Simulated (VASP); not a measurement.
# Al in VASP: a series of runs

Al is run at these levels: PBE; tasks: single point, relaxation of cell and atoms.

Program: VASP 6.6.1. These are calculated values, not measurements. Logs are shortened: lines on timing, memory, paths and dates and some standing lists are left out, and cuts for length are marked.

## 1. The cell of the first run

The typed cell holds 1 atom: a = 2.781 Å, b = 2.781 Å, c = 2.804 Å, α = 90.00°, β = 90.00°, γ = 120.02°.

This isn't the form of Al at room conditions, which is fcc.

## 2. Single point, PBE

The input, INCAR:

```
PREC     = Accurate       # precision mode
ENCUT    = 520            # plane-wave cutoff, eV
EDIFF    = 1E-7           # SCF threshold, eV
ISMEAR   = 0              # smearing method
SIGMA    = 0.1            # smearing width, eV
LREAL    = False          # projectors in reciprocal space
LASPH    = True           # aspherical terms in the spheres
NELM     = 60             # most SCF steps
ALGO     = Fast           # electronic algorithm
ISIF     = 2              # what is computed and relaxed
LWAVE    = False          # write WAVECAR
LCHARG   = False          # write CHGCAR
GGA      = PE             # functional
NBANDS   = 8              # bands
```

The input, KPOINTS:

```
Automatic mesh
0
Gamma
  22 22 20
```

The input, POSCAR:

```
Al
1.0
    1.3900939481     -2.4086683984      0.0000000000
    1.3900939481      2.4086683984      0.0000000000
    0.0000000000      0.0000000000      2.8040069223
Al
1
Direct
    0.0000000000      0.0000000000      0.5000000000
```

Potentials or basis: VASP PAW PBE potentials, release 64 (Al).

Run with:

```bash
$ cat potpaw_PBE.64/Al/POTCAR > POTCAR
$ mpirun -np 1 vasp_std > vasp.out
```

OUTCAR:

```text
PREC = Accurate
   ENCUT = 520
   EDIFF = 1E-7
   ISMEAR = 0
   LREAL = False
   LASPH = True
   NELM = 60
   ISIF = 2
   GGA = PE

 ion  position               nearest neighbor table
   1  0.000  0.000  0.500-

  LATTYP: Found a base centered orthorhombic cell.
 ALAT       =     2.7801878962
 B/A-ratio  =     1.7327378496
 C/A-ratio  =     1.0085674159

  Lattice vectors:

 A1 = (   1.3900939481,  -2.4086683984,   0.0000000000)
 A2 = (   1.3900939481,   2.4086683984,   0.0000000000)
 A3 = (   0.0000000000,   0.0000000000,   2.8040069223)

Analysis of symmetry for initial positions (statically):
=====================================================================
 Subroutine PRICEL returns:
 Original cell was already a primitive cell.

 Routine SETGRP: Setting up the symmetry group for a
 base centered orthorhombic supercell.

 Subroutine GETGRP returns: Found  8 space group operations
 (whereof  8 operations were pure point group operations)
 out of a pool of  8 trial point group operations.

The static configuration has the point symmetry D_2h.

Analysis of symmetry for dynamics (positions and initial velocities):
=====================================================================
 Subroutine PRICEL returns:
 Original cell was already a primitive cell.

 Routine SETGRP: Setting up the symmetry group for a
 base centered orthorhombic supercell.

 Subroutine GETGRP returns: Found  8 space group operations
 (whereof  8 operations were pure point group operations)
 out of a pool of  8 trial point group operations.

The dynamic configuration has the point symmetry D_2h.

 Subroutine INISYM returns: Found  8 space group operations
 (whereof  8 operations are pure point group operations),
 and found     1 'primitive' translations

----------------------------------------------------------------------------------------

                                     Primitive cell

  volume of cell :      18.7772

  direct lattice vectors                    reciprocal lattice vectors
     1.390093948 -2.408668398  0.000000000     0.359687919 -0.207583576  0.000000000
     1.390093948  2.408668398  0.000000000     0.359687919  0.207583576  0.000000000
     0.000000000  0.000000000  2.804006922     0.000000000  0.000000000  0.356632500

  length of vectors
     2.781015037  2.781015037  2.804006922     0.415290670  0.415290670  0.356632500

  position of ions in fractional coordinates (direct lattice)
     0.000000000  0.000000000  0.500000000

  ion indices of the primitive-cell ions
   primitive index   ion index
                 1           1

----------------------------------------------------------------------------------------

 KPOINTS: Automatic mesh

Automatic generation of k-mesh.
 Grid dimensions read from file:
 generate k-points for:   22   22   20

 Generating k-lattice:

  Cartesian coordinates                     Fractional coordinates (reciprocal lattice)
     0.016349451 -0.009435617  0.000000000     0.045454545  0.000000000  0.000000000
     0.016349451  0.009435617  0.000000000     0.000000000  0.045454545  0.000000000
     0.000000000  0.000000000  0.017831625     0.000000000  0.000000000  0.050000000

  Length of vectors
     0.018876849  0.018876849  0.017831625

  Shift w.r.t. Gamma in fractional coordinates (k-lattice)
     0.000000000  0.000000000  0.000000000

 Subroutine IBZKPT returns following result:
 ===========================================

 Found   1463 irreducible k-points:

 Following reciprocal coordinates:
            Coordinates               Weight
  0.000000  0.000000  0.000000      1.000000
  0.045455  0.000000  0.000000      4.000000
  0.090909  0.000000  0.000000      4.000000
  0.136364  0.000000  0.000000      4.000000
  0.181818  0.000000  0.000000      4.000000
  0.227273  0.000000  0.000000      4.000000
[... 16 lines left out ...]
  0.500000  0.045455  0.000000      4.000000
 -0.454545  0.045455  0.000000      4.000000
 [... further k-points ...]
   k-points           NKPTS =   1463   k-points in BZ     NKDIM =   1463   number of bands    NBANDS=      8
   number of dos      NEDOS =    301   number of ions     NIONS =      1
   total plane-waves  NPLWV =  13824
   dimension x,y,z NGX =    24 NGY =   24 NGZ =   24
   dimension x,y,z NGXF=    48 NGYF=   48 NGZF=   48
   ions per type =               1
   NGX,Y,Z   is equivalent  to a cutoff of  14.35, 14.35, 14.23 a.u.
   NGXF,Y,Z  is equivalent  to a cutoff of  28.69, 28.69, 28.46 a.u.
 SYSTEM =  unknown system
   PREC   = accura    normal or accurate (medium, high low for compatibility)
   ISTART =      0    job   : 0-new  1-cont  2-samecut
   ICHARG =      2    charge: 1-file 2-atom 10-const
   ISPIN  =      1    spin polarized calculation?
   LNONCOLLINEAR =      F non collinear calculations
   LSORBIT =      F    spin-orbit coupling
   LASPH  =      T    aspherical Exc in radial PAW
   ENCUT  =  520.0 eV  38.22 Ry    6.18 a.u.   5.17  5.17  5.21*2*pi/ulx,y,z
   NELM   =     60;   NELMIN=  2; NELMDL= -5     # of ELM steps
   EDIFF  = 0.1E-06   stopping-criterion for ELM
   LREAL  =      F    real-space projection
   EDIFFG = 0.1E-05   stopping-criterion for IOM
   NSW    =      0    number of steps for IOM
   IBRION =     -1    ionic relax: 0-MD 1-quasi-New 2-CG
   NFREE  =      0    steps in history (QN), initial steepest desc. (CG)
   ISIF   =      2    stress and relaxation
   ISYM   =      2    0-nonsym 1-usesym 2-fastsym
   POTIM  = 0.5000    time-step for ionic-motion
   TEBEG  =    0.0;   TEEND  =   0.0 temperature during run
   PSTRESS=    0.0 pullay stress
   NELECT =       3.0000    total number of electrons
   NUPDOWN=      -1.0000    fix difference up-down
   EMIN   =  10.00;   EMAX   =-10.00  energy-range for DOS
   EFERMI =   0.00;   METHOD = LEGACY
   ISMEAR =     0;   SIGMA  =   0.10  broadening in eV -4-tet -1-fermi 0-gaus
   EFERMI_NEDOS =   21; number of points for ismear=-14 and -15
   IALGO  =     68    algorithm
   IMIX   =      4    mixing-type and parameters
     AMIX     =   0.40;   BMIX     =  1.00
     AMIX_MAG =   1.60;   BMIX_MAG =  1.00
  volume/ion in A,a.u.               =      18.78       126.71
  Fermi-wavevector in a.u.,A,eV,Ry     =   0.888325  1.678691 10.736645  0.789121
  Thomas-Fermi vector in A             =   2.009740
   LORBIT       =      0    0 simple, 1 ext, 2 COOP (PROOUT), +10 PAW based schemes
   GGA     = PE    functional components
   LHFCALC =     F    Hartree Fock is set to
   AEXX    =    0.0000 exact exchange contribution
   IVDW    =     0    specifies the selected vdW correction
   LEPSILON=     F    determine dielectric tensor
   LRPA    =     F    only Hartree local field effects (RPA)
 non-spin polarized calculation
 RMM-DIIS sequential band-by-band and
 Gauss-broadening in eV      SIGMA  =   0.10
  energy-cutoff  :      520.00
  volume of cell :       18.78
 maximum number of plane-waves:       527
 NGX is ok and might be reduce to    24
   NGX = 11   NGY = 11   NGZ = 11

 number of electron       3.0000000 magnetization

 Free energy of the ion-electron system (eV)
  ---------------------------------------------------
  ext. energy  EPLUGINS =         0.00000000
  ---------------------------------------------------
  free energy    TOTEN  =        -3.52834202 eV

  energy without entropy =       -3.52617827  energy(sigma->0) =       -3.52726015

 E-fermi :   6.4678     XC(G=0):  -9.6923

 val. band max:        6.4664119505   @ k =   0.5000   0.4545   0.4500
 cond. band min:       6.4707669315   @ k =   0.4545   0.0455   0.4500
 fundamental gap:      0.0043549810
 Fermi energy:         6.4678236110

 k-point     1 :       0.0000    0.0000    0.0000
  band No.  band energies     occupation
      1      -3.6481      2.00000
      2      13.8155      0.00000
      3      13.9453      0.00000
      4      19.4202      0.00000
      5      19.4324      0.00000
      6      19.5067      0.00000
      7      19.5153      0.00000
      8      23.2273      0.00000

 k-point     2 :       0.0455    0.0000    0.0000
  band No.  band energies     occupation
      1      -3.5955      2.00000
      2      13.7978      0.00000
      3      13.9903      0.00000
      4      18.1707      0.00000
      5      18.5290      0.00000
      6      20.0124      0.00000
      7      20.4928      0.00000
      8      23.9186      0.00000

 k-point     3 :       0.0909    0.0000    0.0000
  band No.  band energies     occupation
      1      -3.4375      2.00000
      2      13.6924      0.00000
      3      14.1256      0.00000
      4      16.6582      0.00000
      5      17.6834      0.00000
      6      19.9061      0.00000
      7      21.6073      0.00000
      8      25.3571      0.00000

 k-point     4 :       0.1364    0.0000    0.0000
  band No.  band energies     occupation
      1      -3.1746      2.00000
      2      13.2502      0.00000
      3      14.3511      0.00000
      4      15.4391      0.00000
      5      16.9275      0.00000
      6      19.6116      0.00000
      7      22.8095      0.00000
      8      26.6001      0.00000

 k-point     5 :       0.1818    0.0000    0.0000
  band No.  band energies     occupation
      1      -2.8073      2.00000
      2      12.1506      0.00000
      3      14.6669      0.00000
      4      14.8968      0.00000
      5      16.2614      0.00000
      6      19.3566      0.00000
      7      24.0967      0.00000
      8      27.5234      0.00000
[... 177 lines left out ...]
 k-point    22 :       0.4545    0.0455    0.0000
  band No.  band energies     occupation
      1       2.0836      2.00000
      2       3.1949      2.00000
      3      12.7246      0.00000
      4      15.6237      0.00000
      5      18.9016      0.00000
      6      20.0032      0.00000
      7      22.1559      0.00000
      8      23.3629      0.00000

 k-point    23 :       0.5000    0.0455    0.0000
  band No.  band energies     occupation
      1       2.0829      2.00000
      2       3.1955      2.00000
      3      12.7240      0.00000
      4      15.6242      0.00000
      5      18.9011      0.00000
      6      20.0038      0.00000
      7      22.1556      0.00000
      8      23.3635      0.00000

 k-point    24 :      -0.4545    0.0455    0.0000
  band No.  band energies     occupation
      1       1.0679      2.00000
      2       4.3939      2.00000
      3      12.8039      0.00000
      4      15.6690      0.00000
      5      18.0388      0.00000
      6      21.0350      0.00000
      7      21.3304      0.00000
      8      24.3994      0.00000

 [... further k-points ...]

------------------------ aborting loop because EDIFF is reached ----------------------------------------

  FORCE on cell =-STRESS in cart. coord.  units (eV):
  Direction    XX          YY          ZZ          XY          YZ          ZX
  --------------------------------------------------------------------------------------
  -------------------------------------------------------------------------------------
  Total       -0.0022776     -0.0049064     -0.0014763      0.0000000      0.0000000      0.0000000
  in kB       -0.1943344     -0.4186444     -0.1259639      0.0000000      0.0000000      0.0000000
  external PRESSURE =      -0.2463142 kB  Pullay stress =       0.0000000 kB

 VOLUME and BASIS-vectors are now :
 -----------------------------------------------------------------------------
  energy-cutoff  :      520.00
  volume of cell :       18.78
      direct lattice vectors                 reciprocal lattice vectors
     1.390093948 -2.408668398  0.000000000     0.359687919 -0.207583576  0.000000000
     1.390093948  2.408668398  0.000000000     0.359687919  0.207583576  0.000000000
     0.000000000  0.000000000  2.804006922     0.000000000  0.000000000  0.356632500

 POSITION                                       TOTAL-FORCE (eV/Angst)
 -----------------------------------------------------------------------------------
      0.00000      0.00000      1.40200         0.000000      0.000000      0.000000
 -----------------------------------------------------------------------------------
    total drift:                                0.000000     -0.000000     -0.000000

  FREE ENERGIE OF THE ION-ELECTRON SYSTEM (eV)
  ---------------------------------------------------
  free  energy   TOTEN  =        -3.5283420230 eV

  energy  without entropy=       -3.5261782721  energy(sigma->0) =       -3.52726015
```

Run time: 3.5 min. Hardware: 1 thread of AMD EPYC 7R43 (Zen 3), shared host; peak memory 0.26 GiB.

Results:

* Free energy: -3.5283 eV
* Pressure: 0.0 GPa
* Band gap on the k mesh: zero (an odd number of electrons rules out a gap without spin polarisation)

(Continued in part 2 of 2.)
